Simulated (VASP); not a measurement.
# Mg (Fm-3m) in VASP: further runs

Mg is run at these levels: r2SCAN; tasks: single point.

Program: VASP 6.6.1. These are calculated values, not measurements. Logs are shortened: lines on timing, memory, paths and dates and some standing lists are left out, and cuts for length are marked.

## Step 1: The cell of the first run

It takes space group Fm-3m (No. 225, cubic). Conventional cell: a = 4.548 Å, b = 4.548 Å, c = 4.548 Å, α = 90.00°, β = 90.00°, γ = 90.00°. Mg (site symmetry m-3m) has 12 Mg at 3.22 Å within 4.2 Å.

## Step 2: Single point, r2SCAN

File POSCAR:

```
Mg
1.0
    0.0000000000      2.2737931236      2.2737931236
    2.2737931236      0.0000000000      2.2737931236
    2.2737931236      2.2737931236      0.0000000000
Mg
1
Direct
    0.0000000000      0.0000000000      0.0000000000
```

File INCAR.step1:

```
  PREC = Accurate
  ENCUT = 520
  ISMEAR = -1
  SIGMA = 0.1
  LREAL = F
  LASPH = T
  NELM = 60
  NBANDS = 7
  GGA = PE
  ALGO = Normal
  EDIFF = 1E-4
  LWAVE = T
  LCHARG = F
```

File INCAR.step2:

```
  PREC = Accurate
  ENCUT = 520
  EDIFF = 1E-6
  ISMEAR = -1
  SIGMA = 0.1
  LREAL = F
  LASPH = T
  NELM = 60
  ALGO = Normal
  ISIF = 2
  LWAVE = F
  LCHARG = F
  METAGGA = R2SCAN
  LMIXTAU = T
  NBANDS = 7
  ISTART = 1
```

File KPOINTS:

```
Automatic mesh
0
Gamma
  11 11 11
```

Potentials or basis: VASP PAW PBE potentials, release 64 (Mg).

Run with:

```
$ cat potpaw_PBE.64/Mg/POTCAR > POTCAR
$ cp INCAR.step1 INCAR
$ mpirun -np 1 vasp_std > vasp.out
$ cp INCAR.step2 INCAR
$ mpirun -np 1 vasp_std > vasp.out
```

OUTCAR:

```text
PREC = Accurate
   ENCUT = 520
   EDIFF = 1E-6
   ISMEAR = -1
   LREAL = F
   LASPH = T
   NELM = 60
   ISIF = 2
   METAGGA = R2SCAN
   ISTART = 1

 ion  position               nearest neighbor table
   1  0.000  0.000  0.000-

  LATTYP: Found a face centered cubic cell.
 ALAT       =     4.5475862472

  Lattice vectors:

 A1 = (   0.0000000000,   2.2737931236,   2.2737931236)
 A2 = (   2.2737931236,   0.0000000000,   2.2737931236)
 A3 = (   2.2737931236,   2.2737931236,   0.0000000000)

Analysis of symmetry for initial positions (statically):
=====================================================================
 Subroutine PRICEL returns:
 Original cell was already a primitive cell.

 Routine SETGRP: Setting up the symmetry group for a
 face centered cubic supercell.

 Subroutine GETGRP returns: Found 48 space group operations
 (whereof 48 operations were pure point group operations)
 out of a pool of 48 trial point group operations.

The static configuration has the point symmetry O_h .

Analysis of symmetry for dynamics (positions and initial velocities):
=====================================================================
 Subroutine PRICEL returns:
 Original cell was already a primitive cell.

 Routine SETGRP: Setting up the symmetry group for a
 face centered cubic supercell.

 Subroutine GETGRP returns: Found 48 space group operations
 (whereof 48 operations were pure point group operations)
 out of a pool of 48 trial point group operations.

The dynamic configuration has the point symmetry O_h .

 Subroutine INISYM returns: Found 48 space group operations
 (whereof 48 operations are pure point group operations),
 and found     1 'primitive' translations

----------------------------------------------------------------------------------------

                                     Primitive cell

  volume of cell :      23.5116

  direct lattice vectors                    reciprocal lattice vectors
     0.000000000  2.273793124  2.273793124    -0.219896874  0.219896874  0.219896874
     2.273793124  0.000000000  2.273793124     0.219896874 -0.219896874  0.219896874
     2.273793124  2.273793124  0.000000000     0.219896874  0.219896874 -0.219896874

  length of vectors
     3.215629073  3.215629073  3.215629073     0.380872558  0.380872558  0.380872558

[... 76 lines left out ...]
   ENCUT  =  520.0 eV  38.22 Ry    6.18 a.u.   5.98  5.98  5.98*2*pi/ulx,y,z
   NELM   =     60;   NELMIN=  2; NELMDL=  0     # of ELM steps
   EDIFF  = 0.1E-05   stopping-criterion for ELM
   LREAL  =      F    real-space projection
   EDIFFG = 0.1E-04   stopping-criterion for IOM
   NSW    =      0    number of steps for IOM
   IBRION =     -1    ionic relax: 0-MD 1-quasi-New 2-CG
   NFREE  =      0    steps in history (QN), initial steepest desc. (CG)
   ISIF   =      2    stress and relaxation
   ISYM   =      2    0-nonsym 1-usesym 2-fastsym
   POTIM  = 0.5000    time-step for ionic-motion
   TEBEG  =    0.0;   TEEND  =   0.0 temperature during run
   PSTRESS=    0.0 pullay stress
   NELECT =       2.0000    total number of electrons
   NUPDOWN=      -1.0000    fix difference up-down
   EMIN   =  10.00;   EMAX   =-10.00  energy-range for DOS
   EFERMI =   0.00;   METHOD = LEGACY
   ISMEAR =    -1;   SIGMA  =   0.10  broadening in eV -4-tet -1-fermi 0-gaus
   EFERMI_NEDOS =   21; number of points for ismear=-14 and -15
   IALGO  =     38    algorithm
   IMIX   =      4    mixing-type and parameters
     AMIX     =   0.40;   BMIX     =  1.00
     AMIX_MAG =   1.60;   BMIX_MAG =  1.00
  volume/ion in A,a.u.               =      23.51       158.66
  Fermi-wavevector in a.u.,A,eV,Ry     =   0.719986  1.360576  7.052980  0.518379
  Thomas-Fermi vector in A             =   1.809322
   LORBIT       =      0    0 simple, 1 ext, 2 COOP (PROOUT), +10 PAW based schemes
   METAGGA = R2SCAN    functional components
   LHFCALC =     F    Hartree Fock is set to
   AEXX    =    0.0000 exact exchange contribution
   IVDW    =     0    specifies the selected vdW correction
   LEPSILON=     F    determine dielectric tensor
   LRPA    =     F    only Hartree local field effects (RPA)
 non-spin polarized calculation
  energy-cutoff  :      520.00
  volume of cell :       23.51
 maximum number of plane-waves:       642
   NGX = 11   NGY = 11   NGZ = 11

 number of electron       2.0000000 magnetization

 Free energy of the ion-electron system (eV)
  ---------------------------------------------------
  ext. energy  EPLUGINS =         0.00000000
  ---------------------------------------------------
  free energy    TOTEN  =        -4.13228680 eV

  energy without entropy =       -4.11351114  energy(sigma->0) =       -4.12289897

 E-fermi :   2.4897     XC(G=0):  -8.9665

 val. band max:        2.3570160225   @ k =  -0.3636   0.4545   0.1818
 cond. band min:       2.5240883008   @ k =  -0.3636   0.2727   0.0909
 fundamental gap:      0.1670722783
 Fermi energy:         2.4897220669

 k-point     1 :       0.0000    0.0000    0.0000
  band No.  band energies     occupation
      1      -4.7651      2.00000
      2      15.5510      0.00000
      3      15.5510      0.00000
      4      15.5511      0.00000
      5      17.6728      0.00000
      6      17.6728      0.00000
      7      17.6728      0.00000
[... 221 lines left out ...]
 k-point    24 :      -0.1818    0.1818    0.0000
  band No.  band energies     occupation
      1      -2.7272      2.00000
      2       7.9918      0.00000
      3       9.4685      0.00000
      4      15.2342      0.00000
      5      16.7681      0.00000
      6      17.5506      0.00000
      7      19.2103      0.00000

 [... further k-points ...]

------------------------ aborting loop because EDIFF is reached ----------------------------------------

  FORCE on cell =-STRESS in cart. coord.  units (eV):
  Direction    XX          YY          ZZ          XY          YZ          ZX
  --------------------------------------------------------------------------------------
  -------------------------------------------------------------------------------------
  Total       -0.2032817     -0.2032817     -0.2032817      0.0000000      0.0000000      0.0000000
  in kB      -13.8524314    -13.8524314    -13.8524314      0.0000000      0.0000000      0.0000000
  external PRESSURE =     -13.8524314 kB  Pullay stress =       0.0000000 kB

 VOLUME and BASIS-vectors are now :
 -----------------------------------------------------------------------------
  energy-cutoff  :      520.00
  volume of cell :       23.51
      direct lattice vectors                 reciprocal lattice vectors
     0.000000000  2.273793124  2.273793124    -0.219896874  0.219896874  0.219896874
     2.273793124  0.000000000  2.273793124     0.219896874 -0.219896874  0.219896874
     2.273793124  2.273793124  0.000000000     0.219896874  0.219896874 -0.219896874

 POSITION                                       TOTAL-FORCE (eV/Angst)
 -----------------------------------------------------------------------------------
      0.00000      0.00000      0.00000        -0.000000      0.000000      0.000000
 -----------------------------------------------------------------------------------
    total drift:                                0.000000      0.000000      0.000000

  FREE ENERGIE OF THE ION-ELECTRON SYSTEM (eV)
  ---------------------------------------------------
  free  energy   TOTEN  =        -4.1322868049 eV

  energy  without entropy=       -4.1135111420  energy(sigma->0) =       -4.12289897
```

OSZICAR.step1:

```text
N       E                     dE             d eps       ncg     rms          rms(c)
DAV:   1    -0.776548453927E+00   -0.77655E+00   -0.85253E+02   833   0.202E+02
DAV:   2    -0.150516568346E+01   -0.72862E+00   -0.67613E+00  1029   0.117E+01
DAV:   3    -0.150812336979E+01   -0.29577E-02   -0.29517E-02  1162   0.816E-01
DAV:   4    -0.150812497916E+01   -0.16094E-05   -0.16093E-05  1141   0.173E-02
DAV:   5    -0.150812498220E+01   -0.30360E-08   -0.33315E-08  1078   0.436E-04    0.651E-01
DAV:   6    -0.150492052222E+01    0.32045E-02   -0.44299E-04  1008   0.130E-01    0.416E-01
DAV:   7    -0.150121002431E+01    0.37105E-02   -0.18057E-03   987   0.227E-01    0.242E-02
DAV:   8    -0.150121696238E+01   -0.69381E-05   -0.91070E-06   756   0.177E-02
   1 F= -.15012170E+01 E0= -.14917379E+01  d E =-.189582E-01
```

It took 62 s on 1 thread of AMD EPYC 7R13, shared host; peak memory 0.11 GiB.

What came out:

* Free energy: -4.1323 eV
* Pressure: -1.4 GPa
* Band gap on the k mesh: zero (band 1 reaches 3.46 eV, above the bottom of band 2 at 1.58 eV)

Levels at points of the mesh, in eV from the Fermi level:
| k point | band 1 | band 2 | band 3 | band 4 | band 5 |
| --- | --- | --- | --- | --- | --- |
| (0.00, 0.00, 0.00) | -7.25 | 13.06 | 13.06 | 13.06 | 15.18 |

Caveat: the PAW data sets were made with another functional, which shifts forces and pressure a little.

## Step 3: Single point, r2SCAN

This run uses another cell than the first one, of 23.96 Å³/atom, 1.019 times its volume.

File POSCAR:

```
Mg
1.0
    0.0000000000      2.2882762728      2.2882762728
    2.2882762728      0.0000000000      2.2882762728
    2.2882762728      2.2882762728      0.0000000000
Mg
1
Direct
    0.0000000000      0.0000000000      0.0000000000
```

File INCAR.step1:

```
ALGO = Normal
EDIFF = 1E-4
ENCUT = 520
GGA = PE
ISMEAR = -1
LASPH = True
LCHARG = False
LREAL = False
LWAVE = True
NBANDS = 7
NELM = 100
PREC = Accurate
SIGMA = 0.1
```

File INCAR.step2:

```
ALGO = Normal
EDIFF = 1E-6
ENCUT = 520
ISIF = 2
ISMEAR = -1
ISTART = 1
LASPH = True
LCHARG = False
LMIXTAU = True
LREAL = False
LWAVE = False
METAGGA = R2SCAN
NBANDS = 7
NELM = 100
PREC = Accurate
SIGMA = 0.1
```

File KPOINTS:

```
k-points
0
Gamma
  11 11 11
```

Potentials or basis: VASP PAW PBE potentials, release 64 (Mg).

Run with:

```
$ cat potpaw_PBE.64/Mg/POTCAR > POTCAR
$ cp INCAR.step1 INCAR
$ mpirun -np 1 vasp_std > vasp.out
$ cp INCAR.step2 INCAR
$ mpirun -np 1 vasp_std > vasp.out
```

It took 62 s on 1 thread of AMD EPYC 7R13, shared host; peak memory 0.11 GiB.

The run converged. Its results:

* Free energy: -4.1275 eV
* Pressure: -2.0 GPa
* Band gap on the k mesh: zero (band 1 reaches 3.37 eV, above the bottom of band 2 at 1.48 eV)

Levels at points of the mesh, in eV from the Fermi level:
```
           k point  band 1  band 2  band 3  band 4  band 5
(0.00, 0.00, 0.00)   -7.17   12.94   12.94   12.94   14.96
```

Caveat: the PAW data sets were made with another functional, which shifts forces and pressure a little.
